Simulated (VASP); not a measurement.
# Cr (Im-3m) in VASP: single point with PBE

Aim: the single point of Cr with PBE.

Everything below comes from runs of VASP 6.6.1. Logs are shortened: lines on timing, memory, paths and dates and some standing lists are left out, and cuts for length are marked.

### 1 The cell of the first run

Symmetry: Im-3m, No. 229, cubic system. Conventional cell: a = 3.022 Å, b = 3.022 Å, c = 3.022 Å, α = 90.00°, β = 90.00°, γ = 90.00°. Within 3.5 Å of Cr (site symmetry m-3m) lie 14 Cr at 2.62 to 3.02 Å.

### 2 Single point, PBE, collinear spin, zero start

Input file INCAR:

```
SYSTEM = Cr
PREC     = Accurate       ! precision mode
ENCUT    = 500            ! plane-wave cutoff, eV
EDIFF    = 1E-6           ! SCF threshold, eV
ISMEAR   = -1             ! smearing method
SIGMA    = 0.1            ! smearing width, eV
LREAL    = .False.        ! projectors in reciprocal space
LASPH    = .True.         ! aspherical terms in the spheres
NELM     = 200            ! most SCF steps
ALGO     = Normal         ! electronic algorithm
ISIF     = 2              ! what is computed and relaxed
LWAVE    = .False.        ! write WAVECAR
LCHARG   = .True.         ! write CHGCAR
ISPIN    = 2              ! spin polarisation
MAGMOM   = 0              ! initial moments
LORBIT   = 11             ! projections on sites
LMAXMIX  = 4              ! l up to which the mixer works
GGA      = PE             ! functional
LELF     = .True.         ! ELF
LVHAR    = .True.       
NBANDS   = 16             ! bands
GGA_COMPAT= .False.
```

Input file KPOINTS:

```
regular mesh
0
Gamma
  8 8 8
  0 0 0
```

Input file POSCAR:

```
Cr
1.0
   -1.5110000000      1.5110000000      1.5110000000
    1.5110000000     -1.5110000000      1.5110000000
    1.5110000000      1.5110000000     -1.5110000000
Cr
1
Direct
    0.0000000000      0.0000000000      0.0000000000
```

Potentials or basis: VASP PAW PBE potentials, release 64 (Cr_pv).

Launch:

```console
> cat potpaw_PBE.64/Cr_pv/POTCAR > POTCAR
> mpirun -np 1 vasp_std > vasp.out
```

OUTCAR:

```text
SYSTEM = Cr
   PREC = Accurate
   ENCUT = 500
   EDIFF = 1E-6
   ISMEAR = -1
   LREAL = .False.
   LASPH = .True.
   NELM = 200
   ISIF = 2
   ISPIN = 2
   LORBIT = 11
   GGA = PE

 ion  position               nearest neighbor table
   1  0.000  0.000  0.000-

  LATTYP: Found a body centered cubic cell.
 ALAT       =     3.0220000000

  Lattice vectors:

 A1 = (  -1.5110000000,   1.5110000000,   1.5110000000)
 A2 = (   1.5110000000,  -1.5110000000,   1.5110000000)
 A3 = (   1.5110000000,   1.5110000000,  -1.5110000000)

Analysis of symmetry for initial positions (statically):
=====================================================================
 Subroutine PRICEL returns:
 Original cell was already a primitive cell.

 Routine SETGRP: Setting up the symmetry group for a
 body centered cubic supercell.

 Subroutine GETGRP returns: Found 48 space group operations
[... 9 lines left out ...]

 Routine SETGRP: Setting up the symmetry group for a
 body centered cubic supercell.

 Subroutine GETGRP returns: Found 48 space group operations
 (whereof 48 operations were pure point group operations)
 out of a pool of 48 trial point group operations.

The dynamic configuration has the point symmetry O_h .

Analysis of structural, dynamic, and magnetic symmetry:
=====================================================================
 Subroutine PRICEL returns:
 Original cell was already a primitive cell.

 Routine SETGRP: Setting up the symmetry group for a
 body centered cubic supercell.

 Subroutine GETGRP returns: Found 48 space group operations
 (whereof 48 operations were pure point group operations)
 out of a pool of 48 trial point group operations.

The overall configuration has the point symmetry O_h .

 Subroutine INISYM returns: Found 48 space group operations
[... 5 lines left out ...]
                                     Primitive cell

  volume of cell :      13.7992

  direct lattice vectors                    reciprocal lattice vectors
    -1.511000000  1.511000000  1.511000000     0.000000000  0.330906684  0.330906684
     1.511000000 -1.511000000  1.511000000     0.330906684  0.000000000  0.330906684
     1.511000000  1.511000000 -1.511000000     0.330906684  0.330906684  0.000000000

  length of vectors
     2.617128770  2.617128770  2.617128770     0.467972721  0.467972721  0.467972721

  position of ions in fractional coordinates (direct lattice)
     0.000000000  0.000000000  0.000000000

  ion indices of the primitive-cell ions
   primitive index   ion index
                 1           1

----------------------------------------------------------------------------------------

 KPOINTS: regular mesh

Automatic generation of k-mesh.
 Grid dimensions read from file:
 generate k-points for:    8    8    8

 Generating k-lattice:

  Cartesian coordinates                     Fractional coordinates (reciprocal lattice)
     0.000000000  0.041363336  0.041363336     0.125000000  0.000000000  0.000000000
     0.041363336  0.000000000  0.041363336     0.000000000  0.125000000  0.000000000
     0.041363336  0.041363336  0.000000000     0.000000000  0.000000000  0.125000000

  Length of vectors
     0.058496590  0.058496590  0.058496590

  Shift w.r.t. Gamma in fractional coordinates (k-lattice)
     0.000000000  0.000000000  0.000000000

 Subroutine IBZKPT returns following result:
 ===========================================

 Found     29 irreducible k-points:

 Following reciprocal coordinates:
            Coordinates               Weight
  0.000000  0.000000  0.000000      1.000000
  0.125000  0.000000  0.000000     12.000000
  0.250000  0.000000  0.000000     12.000000
  0.375000  0.000000  0.000000     12.000000
  0.500000  0.000000  0.000000      6.000000
  0.125000  0.125000  0.000000     24.000000
[... 16 lines left out ...]
 -0.250000  0.250000  0.250000      6.000000
 -0.375000  0.375000  0.250000     24.000000
 [... further k-points ...]
   k-points           NKPTS =     29   k-points in BZ     NKDIM =     29   number of bands    NBANDS=     16
   number of dos      NEDOS =    301   number of ions     NIONS =      1
   total plane-waves  NPLWV =   8000
   dimension x,y,z NGX =    20 NGY =   20 NGZ =   20
   dimension x,y,z NGXF=    40 NGYF=   40 NGZF=   40
   ions per type =               1
   NGX,Y,Z   is equivalent  to a cutoff of  12.70, 12.70, 12.70 a.u.
   NGXF,Y,Z  is equivalent  to a cutoff of  25.41, 25.41, 25.41 a.u.
 SYSTEM =  Cr
   PREC   = accura    normal or accurate (medium, high low for compatibility)
   ISTART =      0    job   : 0-new  1-cont  2-samecut
   ICHARG =      2    charge: 1-file 2-atom 10-const
   ISPIN  =      2    spin polarized calculation?
   LNONCOLLINEAR =      F non collinear calculations
   LSORBIT =      F    spin-orbit coupling
   LASPH  =      T    aspherical Exc in radial PAW
   ENCUT  =  500.0 eV  36.75 Ry    6.06 a.u.   4.77  4.77  4.77*2*pi/ulx,y,z
   NELM   =    200;   NELMIN=  2; NELMDL= -5     # of ELM steps
   EDIFF  = 0.1E-05   stopping-criterion for ELM
   LREAL  =      F    real-space projection
   EDIFFG = 0.1E-04   stopping-criterion for IOM
   NSW    =      0    number of steps for IOM
   IBRION =     -1    ionic relax: 0-MD 1-quasi-New 2-CG
   NFREE  =      0    steps in history (QN), initial steepest desc. (CG)
   ISIF   =      2    stress and relaxation
   ISYM   =      2    0-nonsym 1-usesym 2-fastsym
   POTIM  = 0.5000    time-step for ionic-motion
   TEBEG  =    0.0;   TEEND  =   0.0 temperature during run
   PSTRESS=    0.0 pullay stress
   NELECT =      12.0000    total number of electrons
   NUPDOWN=      -1.0000    fix difference up-down
   EMIN   =  10.00;   EMAX   =-10.00  energy-range for DOS
   EFERMI =   0.00;   METHOD = LEGACY
   ISMEAR =    -1;   SIGMA  =   0.10  broadening in eV -4-tet -1-fermi 0-gaus
   EFERMI_NEDOS =   21; number of points for ismear=-14 and -15
   IALGO  =     38    algorithm
   IMIX   =      4    mixing-type and parameters
     AMIX     =   0.40;   BMIX     =  1.00
     AMIX_MAG =   1.60;   BMIX_MAG =  1.00
  volume/ion in A,a.u.               =      13.80        93.12
  Fermi-wavevector in a.u.,A,eV,Ry     =   1.562611  2.952906 33.222054  2.441752
  Thomas-Fermi vector in A             =   2.665504
   LORBIT       =     11    0 simple, 1 ext, 2 COOP (PROOUT), +10 PAW based schemes
   GGA     = PE    functional components
   LHFCALC =     F    Hartree Fock is set to
   AEXX    =    0.0000 exact exchange contribution
   IVDW    =     0    specifies the selected vdW correction
   LEPSILON=     F    determine dielectric tensor
   LRPA    =     F    only Hartree local field effects (RPA)
 spin polarized calculation
  energy-cutoff  :      500.00
  volume of cell :       13.80
 maximum number of plane-waves:       370
   NGX =  9   NGY =  9   NGZ =  9

 number of electron      11.9999987 magnetization      -0.0000002

 number of electron      11.9999987 magnetization       0.0000003

 Free energy of the ion-electron system (eV)
  ---------------------------------------------------
  ext. energy  EPLUGINS =         0.00000000
  ---------------------------------------------------
  free energy    TOTEN  =        -9.26557481 eV

  energy without entropy =       -9.23937750  energy(sigma->0) =       -9.25247616

 E-fermi :   8.5190     XC(G=0): -12.6747

 val. band max:        8.3377228576   @ k =  -0.3750   0.5000   0.2500
 cond. band min:       8.6535057354   @ k =  -0.2500   0.2500   0.1250
 fundamental gap:      0.3157828778
 Fermi energy:         8.5189875421

 spin component 1

 k-point     1 :       0.0000    0.0000    0.0000
  band No.  band energies     occupation
      1     -34.3202      1.00000
      2     -34.3202      1.00000
      3     -34.3202      1.00000
      4       1.4525      1.00000
      5       7.8976      0.99800
      6       7.8976      0.99800
[... 8 lines left out ...]
     15      35.4808      0.00000
     16      38.6235      0.00000

 k-point     2 :       0.1250    0.0000    0.0000
  band No.  band energies     occupation
      1     -34.3972      1.00000
      2     -34.3449      1.00000
      3     -34.3202      1.00000
      4       2.0290      1.00000
      5       7.7063      0.99970
      6       7.8489      0.99877
[... 8 lines left out ...]
     15      34.6773      0.00000
     16      34.9904      0.00000
[... 387 lines left out ...]
      5       7.2940      1.00000
      6       8.2926      0.90582
[... 8 lines left out ...]
     15      38.4471      0.00000
     16      38.4471      0.00000

 k-point    24 :      -0.3750    0.3750    0.2500
  band No.  band energies     occupation
      1     -34.7007      1.00000
      2     -34.5592      1.00000
      3     -34.5093      1.00000
      4       5.7994      1.00000
      5       6.5346      1.00000
      6       8.3075      0.89233
[... 8 lines left out ...]
     15      36.5896      0.00000
     16      37.5037      0.00000

 [... further k-points ...]

 spin component 2

 k-point     1 :       0.0000    0.0000    0.0000
  band No.  band energies     occupation
      1     -34.3202      1.00000
      2     -34.3202      1.00000
      3     -34.3202      1.00000
      4       1.4525      1.00000
      5       7.8976      0.99800
      6       7.8976      0.99800
[... 8 lines left out ...]
     15      35.4808      0.00000
     16      38.9383      0.00000

 k-point     2 :       0.1250    0.0000    0.0000
  band No.  band energies     occupation
      1     -34.3972      1.00000
      2     -34.3449      1.00000
      3     -34.3202      1.00000
      4       2.0290      1.00000
      5       7.7063      0.99970
      6       7.8489      0.99877
[... 8 lines left out ...]
     15      34.6773      0.00000
     16      34.9904      0.00000
[... 387 lines left out ...]
      5       7.2940      1.00000
      6       8.2926      0.90582
[... 8 lines left out ...]
     15      38.4471      0.00000
     16      38.4471      0.00000

 k-point    24 :      -0.3750    0.3750    0.2500
  band No.  band energies     occupation
      1     -34.7007      1.00000
      2     -34.5592      1.00000
      3     -34.5093      1.00000
      4       5.7994      1.00000
      5       6.5346      1.00000
      6       8.3075      0.89233
[... 8 lines left out ...]
     15      36.5896      0.00000
     16      37.5037      0.00000

 [... further k-points ...]
[... 5 lines left out ...]
  --------------------------------------------------------------------------------------
  -------------------------------------------------------------------------------------
  Total       -2.6946855     -2.6946855     -2.6946855     -0.0000000      0.0000000     -0.0000000
  in kB     -312.8709859   -312.8709859   -312.8709859     -0.0000000      0.0000000     -0.0000000
  external PRESSURE =    -312.8709859 kB  Pullay stress =       0.0000000 kB

 VOLUME and BASIS-vectors are now :
 -----------------------------------------------------------------------------
  energy-cutoff  :      500.00
  volume of cell :       13.80
      direct lattice vectors                 reciprocal lattice vectors
    -1.511000000  1.511000000  1.511000000     0.000000000  0.330906684  0.330906684
     1.511000000 -1.511000000  1.511000000     0.330906684  0.000000000  0.330906684
     1.511000000  1.511000000 -1.511000000     0.330906684  0.330906684  0.000000000

 POSITION                                       TOTAL-FORCE (eV/Angst)
 -----------------------------------------------------------------------------------
      0.00000      0.00000      0.00000        -0.000000      0.000000     -0.000000
 -----------------------------------------------------------------------------------
    total drift:                                0.000000     -0.000000      0.000000

  FREE ENERGIE OF THE ION-ELECTRON SYSTEM (eV)
  ---------------------------------------------------
  free  energy   TOTEN  =        -9.2655748116 eV

  energy  without entropy=       -9.2393775033  energy(sigma->0) =       -9.25247616

 total charge

# of ion       s       p       d       tot
------------------------------------------
    1        0.380   6.306   4.037  10.723

 magnetization (x)

# of ion       s       p       d       tot
------------------------------------------
    1       -0.000   0.000   0.000   0.000
```

Wall time 8.3 s (1 thread of Intel Xeon 6975P-C (Granite Rapids), shared host); peak memory 0.13 GiB.

Results:

```
Free energy                                           : -9.2656 eV
Pressure                                              : -31.3 GPa
Band gap on the k mesh                                : zero (filled and empty bands overlap)
Net moment                                            : 0.00 μB per cell
Valence electrons inside the program's atomic spheres : Cr 10.72
```

Levels at points of the mesh, in eV from the Fermi level:
Spin up:
```tsv
k point	band 2	band 3	band 4	band 5	band 6	band 7	band 8	band 9	band 10	band 11
(0.00, 0.00, 0.00)	-42.84	-42.84	-7.07	-0.62	-0.62	-0.62	1.01	1.01	7.12	21.01
(0.50, 0.00, 0.00)	-43.01	-42.84	-3.52	-1.82	0.90	0.98	1.25	2.28	7.10	8.10
(0.50, 0.50, 0.50)	-43.20	-43.20	-3.23	-3.23	1.98	1.98	1.98	7.11	9.25	9.25
```
Spin down:
| k point | band 4 | band 5 | band 6 | band 7 | band 8 | band 9 |
| --- | --- | --- | --- | --- | --- | --- |
| (0.00, 0.00, 0.00) | -7.07 | -0.62 | -0.62 | -0.62 | 1.01 | 1.01 |
| (0.50, 0.00, 0.00) | -3.52 | -1.82 | 0.90 | 0.98 | 1.25 | 2.28 |
| (0.50, 0.50, 0.50) | -3.23 | -3.23 | 1.98 | 1.98 | 1.98 | 7.11 |

Caveat: the k points lie up to 0.37 Å⁻¹ apart.
